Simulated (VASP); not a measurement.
# RbCo2Si2 (I4/mmm) in VASP: single point with r2SCAN

Aim: the single point of RbCo2Si2 with r2SCAN.

All numbers are computed with VASP 6.6.1; they aren't measurements. Logs are shortened: lines on timing, memory, paths and dates and some standing lists are left out, and cuts for length are marked.

## 1. The cell of the first run

It takes space group I4/mmm (No. 139, tetragonal). Conventional cell: a = 4.203 Å, b = 4.203 Å, c = 10.543 Å, α = 90.00°, β = 90.00°, γ = 90.00°. Within 4.3 Å of Rb (site symmetry 4/mmm) lie 10 Si at 3.23 to 4.01 Å and 8 Co at 3.37 Å and 4 Rb at 4.20 Å. Within 3.3 Å of Si (site symmetry 4mm) lie 4 Co at 2.51 Å and 1 Si at 2.53 Å and 4 Rb at 3.23 Å. Within 3.4 Å of Co (site symmetry -4m2) lie 4 Si at 2.51 Å and 4 Co at 2.97 Å and 4 Rb at 3.37 Å.

## 2. Single point, r2SCAN

Contents of POSCAR:

```
RbCo2Si2
1.0
    0.0000000000      4.2026130000      0.0000000000
    4.2026130000      0.0000000000      0.0000000000
    2.1013070000      2.1013070000     -5.2715710000
Rb Si Co
1 2 2
Direct
    0.0000000000      0.0000000000      0.0000000000
    0.3800000000      0.3800000000      0.2400000000
    0.6200000000      0.6200000000      0.7600000000
    0.7500000000      0.2500000000      0.5000000000
    0.2500000000      0.7500000000      0.5000000000
```

Contents of INCAR.step1:

```
PREC = Accurate
ENCUT = 520
ISMEAR = -1
SIGMA = 0.1
LREAL = F
LASPH = T
NELM = 60
NBANDS = 26
GGA = PE
ALGO = Normal
EDIFF = 1E-4
LWAVE = T
LCHARG = F
```

Contents of INCAR.step2:

```
PREC = Accurate
ENCUT = 520
EDIFF = 1E-7
ISMEAR = -1
SIGMA = 0.1
LREAL = F
LASPH = T
NELM = 60
ALGO = Normal
ISIF = 2
LWAVE = F
LCHARG = F
METAGGA = R2SCAN
LMIXTAU = T
NBANDS = 26
ISTART = 1
```

Contents of KPOINTS:

```
regular mesh
0
Gamma
  9 9 9
```

Potentials or basis: VASP PAW PBE potentials, release 64 (Rb_sv, Si, Co).

Run with:

```bash
> cat potpaw_PBE.64/Rb_sv/POTCAR potpaw_PBE.64/Si/POTCAR potpaw_PBE.64/Co/POTCAR > POTCAR
> cp INCAR.step1 INCAR
> mpirun -np 1 vasp_std > vasp.out
> cp INCAR.step2 INCAR
> mpirun -np 1 vasp_std > vasp.out
```

OUTCAR:

```text
PREC = Accurate
   ENCUT = 520
   EDIFF = 1E-7
   ISMEAR = -1
   LREAL = F
   LASPH = T
   NELM = 60
   ISIF = 2
   METAGGA = R2SCAN
   ISTART = 1

 ion  position               nearest neighbor table
   1  0.000  0.000  0.000-   3 3.23   2 3.23   3 3.23   2 3.23   2 3.23   3 3.23   3 3.23   2 3.23
                             4 3.37   5 3.37   5 3.37   4 3.37   5 3.37   4 3.37   5 3.37   4 3.37
   2  0.380  0.380  0.240-   5 2.51   4 2.51   4 2.51   5 2.51   3 2.53   1 3.23   1 3.23   1 3.23
                             1 3.23   1 4.01
   3  0.620  0.620  0.760-   5 2.51   4 2.51   4 2.51   5 2.51   2 2.53   1 3.23   1 3.23   1 3.23
                             1 3.23   1 4.01
   4  0.750  0.250  0.500-   2 2.51   3 2.51   3 2.51   2 2.51   5 2.97   5 2.97   5 2.97   5 2.97
                             1 3.37   1 3.37   1 3.37   1 3.37
   5  0.250  0.750  0.500-   2 2.51   3 2.51   3 2.51   2 2.51   4 2.97   4 2.97   4 2.97   4 2.97
                             1 3.37   1 3.37   1 3.37   1 3.37

  LATTYP: Found a body centered tetragonal cell.
 ALAT       =     4.2026130000
 C/A-ratio  =     2.5087111281

  Lattice vectors:

 A1 = (  -2.1013070000,   2.1013060000,   5.2715710000)
 A2 = (   2.1013060000,  -2.1013070000,   5.2715710000)
 A3 = (   2.1013070000,   2.1013070000,  -5.2715710000)

Analysis of symmetry for initial positions (statically):
=====================================================================
 Subroutine PRICEL returns:
 Original cell was already a primitive cell.

 Routine SETGRP: Setting up the symmetry group for a
 body centered tetragonal supercell.

 Subroutine GETGRP returns: Found 16 space group operations
 (whereof 16 operations were pure point group operations)
 out of a pool of 16 trial point group operations.

The static configuration has the point symmetry D_4h.

Analysis of symmetry for dynamics (positions and initial velocities):
=====================================================================
 Subroutine PRICEL returns:
 Original cell was already a primitive cell.

 Routine SETGRP: Setting up the symmetry group for a
 body centered tetragonal supercell.

 Subroutine GETGRP returns: Found 16 space group operations
 (whereof 16 operations were pure point group operations)
 out of a pool of 16 trial point group operations.

The dynamic configuration has the point symmetry D_4h.

 Subroutine INISYM returns: Found 16 space group operations
 (whereof 16 operations are pure point group operations),
 and found     1 'primitive' translations

----------------------------------------------------------------------------------------

                                     Primitive cell

  volume of cell :      93.1063

  direct lattice vectors                    reciprocal lattice vectors
     0.000000000  4.202613000  0.000000000     0.000000000  0.237947201  0.094848408
     4.202613000  0.000000000  0.000000000     0.237947201  0.000000000  0.094848408
     2.101307000  2.101307000 -5.271571000     0.000000000  0.000000000 -0.189696772

  length of vectors
     4.202613000  4.202613000  6.051482713     0.256154428  0.256154428  0.189696772

  position of ions in fractional coordinates (direct lattice)
     0.000000000  0.000000000  0.000000000
     0.380000000  0.380000000  0.240000000
     0.620000000  0.620000000  0.760000000
     0.750000000  0.250000000  0.500000000
     0.250000000  0.750000000  0.500000000

  ion indices of the primitive-cell ions
   primitive index   ion index
                 1           1
                 2           2
                 3           3
                 4           4
                 5           5

----------------------------------------------------------------------------------------

 KPOINTS: regular mesh

Automatic generation of k-mesh.
 Grid dimensions read from file:
 generate k-points for:    9    9    9

 Generating k-lattice:

  Cartesian coordinates                     Fractional coordinates (reciprocal lattice)
     0.000000000  0.026438578  0.010538712     0.111111111  0.000000000  0.000000000
     0.026438578  0.000000000  0.010538712     0.000000000  0.111111111  0.000000000
     0.000000000  0.000000000 -0.021077419     0.000000000  0.000000000  0.111111111

  Length of vectors
     0.028461603  0.028461603  0.021077419

  Shift w.r.t. Gamma in fractional coordinates (k-lattice)
     0.000000000  0.000000000  0.000000000

 Subroutine IBZKPT returns following result:
 ===========================================

 Found     75 irreducible k-points:

 Following reciprocal coordinates:
            Coordinates               Weight
  0.000000  0.000000  0.000000      1.000000
  0.111111  0.000000  0.000000      8.000000
  0.222222  0.000000  0.000000      8.000000
  0.333333  0.000000  0.000000      8.000000
  0.444444  0.000000  0.000000      8.000000
  0.111111  0.111111  0.000000      8.000000
[... 16 lines left out ...]
 -0.333333  0.333333  0.000000      4.000000
  0.444444  0.444444  0.000000      8.000000
 [... further k-points ...]
   k-points           NKPTS =     75   k-points in BZ     NKDIM =     75   number of bands    NBANDS=     26
   number of dos      NEDOS =    301   number of ions     NIONS =      5
   total plane-waves  NPLWV =  49152
   dimension x,y,z NGX =    32 NGY =   32 NGZ =   48
   dimension x,y,z NGXF=    64 NGYF=   64 NGZF=   96
   ions per type =               1   2   2
   NGX,Y,Z   is equivalent  to a cutoff of  12.66, 12.66, 13.19 a.u.
   NGXF,Y,Z  is equivalent  to a cutoff of  25.32, 25.32, 26.37 a.u.
 SYSTEM =  unknown system
   PREC   = accura    normal or accurate (medium, high low for compatibility)
   ISTART =      1    job   : 0-new  1-cont  2-samecut
   ICHARG =      0    charge: 1-file 2-atom 10-const
   ISPIN  =      1    spin polarized calculation?
   LNONCOLLINEAR =      F non collinear calculations
   LSORBIT =      F    spin-orbit coupling
   LASPH  =      T    aspherical Exc in radial PAW
   ENCUT  =  520.0 eV  38.22 Ry    6.18 a.u.   7.81  7.81 11.25*2*pi/ulx,y,z
   NELM   =     60;   NELMIN=  2; NELMDL=  0     # of ELM steps
   EDIFF  = 0.1E-06   stopping-criterion for ELM
   LREAL  =      F    real-space projection
   EDIFFG = 0.1E-05   stopping-criterion for IOM
   NSW    =      0    number of steps for IOM
   IBRION =     -1    ionic relax: 0-MD 1-quasi-New 2-CG
   NFREE  =      0    steps in history (QN), initial steepest desc. (CG)
   ISIF   =      2    stress and relaxation
   ISYM   =      2    0-nonsym 1-usesym 2-fastsym
   POTIM  = 0.5000    time-step for ionic-motion
   TEBEG  =    0.0;   TEEND  =   0.0 temperature during run
   PSTRESS=    0.0 pullay stress
   NELECT =      35.0000    total number of electrons
   NUPDOWN=      -1.0000    fix difference up-down
   EMIN   =  10.00;   EMAX   =-10.00  energy-range for DOS
   EFERMI =   0.00;   METHOD = LEGACY
   ISMEAR =    -1;   SIGMA  =   0.10  broadening in eV -4-tet -1-fermi 0-gaus
   EFERMI_NEDOS =   21; number of points for ismear=-14 and -15
   IALGO  =     38    algorithm
   IMIX   =      4    mixing-type and parameters
     AMIX     =   0.40;   BMIX     =  1.00
     AMIX_MAG =   1.60;   BMIX_MAG =  1.00
  volume/ion in A,a.u.               =      18.62       125.66
  Fermi-wavevector in a.u.,A,eV,Ry     =   1.181511  2.232733 18.993312  1.395969
  Thomas-Fermi vector in A             =   2.317783
   LORBIT       =      0    0 simple, 1 ext, 2 COOP (PROOUT), +10 PAW based schemes
   METAGGA = R2SCAN    functional components
   LHFCALC =     F    Hartree Fock is set to
   AEXX    =    0.0000 exact exchange contribution
   IVDW    =     0    specifies the selected vdW correction
   LEPSILON=     F    determine dielectric tensor
   LRPA    =     F    only Hartree local field effects (RPA)
 non-spin polarized calculation
  energy-cutoff  :      520.00
  volume of cell :       93.11
 maximum number of plane-waves:      2521
   NGX = 15   NGY = 15   NGZ = 23

 number of electron      35.0000015 magnetization

 Free energy of the ion-electron system (eV)
  ---------------------------------------------------
  ext. energy  EPLUGINS =         0.00000000
  ---------------------------------------------------
  free energy    TOTEN  =       -55.91779702 eV

  energy without entropy =      -55.79503413  energy(sigma->0) =      -55.85641558

 E-fermi :   5.1551     XC(G=0): -10.9432

 val. band max:        5.1516594938   @ k =   0.1111   0.0000   0.0000
 cond. band min:       5.1601136036   @ k =  -0.4444   0.4444   0.0000
 fundamental gap:      0.0084541098
 Fermi energy:         5.1550882830

 k-point     1 :       0.0000    0.0000    0.0000
  band No.  band energies     occupation
      1     -22.0957      2.00000
      2      -5.9252      2.00000
      3      -5.8129      2.00000
      4      -5.8129      2.00000
      5      -4.6267      2.00000
      6      -0.8856      2.00000
[... 18 lines left out ...]
     25      11.6716      0.00000
     26      12.1936      0.00000

 k-point     2 :       0.1111    0.0000    0.0000
  band No.  band energies     occupation
      1     -22.0928      2.00000
      2      -5.9976      2.00000
      3      -5.9148      2.00000
      4      -5.8031      2.00000
      5      -4.3704      2.00000
      6      -1.0057      2.00000
[... 18 lines left out ...]
     25      12.1212      0.00000
     26      12.4768      0.00000

 k-point     3 :       0.2222    0.0000    0.0000
  band No.  band energies     occupation
      1     -22.0854      2.00000
      2      -6.3066      2.00000
      3      -5.8997      2.00000
      4      -5.7781      2.00000
      5      -3.8355      2.00000
      6      -1.2737      2.00000
[... 572 lines left out ...]
 k-point    23 :      -0.3333    0.3333    0.0000
  band No.  band energies     occupation
      1     -22.0606      2.00000
      2      -6.3612      2.00000
      3      -6.1051      2.00000
      4      -5.7791      2.00000
      5      -3.2368      2.00000
      6      -1.1366      2.00000
[... 18 lines left out ...]
     25      12.4478      0.00000
     26      13.0159      0.00000

 k-point    24 :       0.4444    0.4444    0.0000
  band No.  band energies     occupation
      1     -22.0509      2.00000
      2      -6.2261      2.00000
      3      -6.2201      2.00000
      4      -5.7589      2.00000
      5      -3.3471      2.00000
      6      -1.2220      2.00000
[... 18 lines left out ...]
     25      12.8692      0.00000
     26      14.0518      0.00000

 [... further k-points ...]
[... 5 lines left out ...]
  --------------------------------------------------------------------------------------
  -------------------------------------------------------------------------------------
  Total       -6.1044704     -6.1044704     -5.3055481     -0.0000000      0.0000005      0.0000005
  in kB     -105.0460470   -105.0460470    -91.2981510     -0.0000000      0.0000087      0.0000087
  external PRESSURE =    -100.4634150 kB  Pullay stress =       0.0000000 kB

 VOLUME and BASIS-vectors are now :
 -----------------------------------------------------------------------------
  energy-cutoff  :      520.00
  volume of cell :       93.11
      direct lattice vectors                 reciprocal lattice vectors
     0.000000000  4.202613000  0.000000000     0.000000000  0.237947201  0.094848408
     4.202613000  0.000000000  0.000000000     0.237947201  0.000000000  0.094848408
     2.101307000  2.101307000 -5.271571000     0.000000000  0.000000000 -0.189696772

 POSITION                                       TOTAL-FORCE (eV/Angst)
 -----------------------------------------------------------------------------------
      0.00000      0.00000      0.00000         0.000000     -0.000000      0.000000
      2.10131      2.10131     -1.26518         0.000000      0.000000     -3.022591
      4.20261      4.20261     -4.00639        -0.000000     -0.000000      3.022591
      2.10131      4.20261     -2.63579        -0.000000      0.000000      0.000000
      4.20261      2.10131     -2.63579         0.000000     -0.000000      0.000000
 -----------------------------------------------------------------------------------
    total drift:                               -0.000000     -0.000000     -0.000000

  FREE ENERGIE OF THE ION-ELECTRON SYSTEM (eV)
  ---------------------------------------------------
  free  energy   TOTEN  =       -55.9177970243 eV

  energy  without entropy=      -55.7950341321  energy(sigma->0) =      -55.85641558
```

It took 5.5 min on 1 thread of Intel Xeon Platinum 8488C (Sapphire Rapids), shared host; peak memory 0.35 GiB.

Results:

| Property | Result |
| --- | --- |
| Free energy | -55.9178 eV |
| Pressure | -10.0 GPa |
| Largest force | 3.023 eV/Å |
| Band gap on the k mesh | zero (an odd number of electrons rules out a gap without spin polarisation) |

Forces on the atoms (eV/Å):
```
Rb   0.000  0.000  0.000
Si   0.000  0.000 -3.023
Si   0.000  0.000  3.023
Co   0.000  0.000  0.000
Co   0.000  0.000  0.000
```

Caveat: the cell stands under tension; the PAW data sets were made with another functional, which shifts forces and pressure a little.
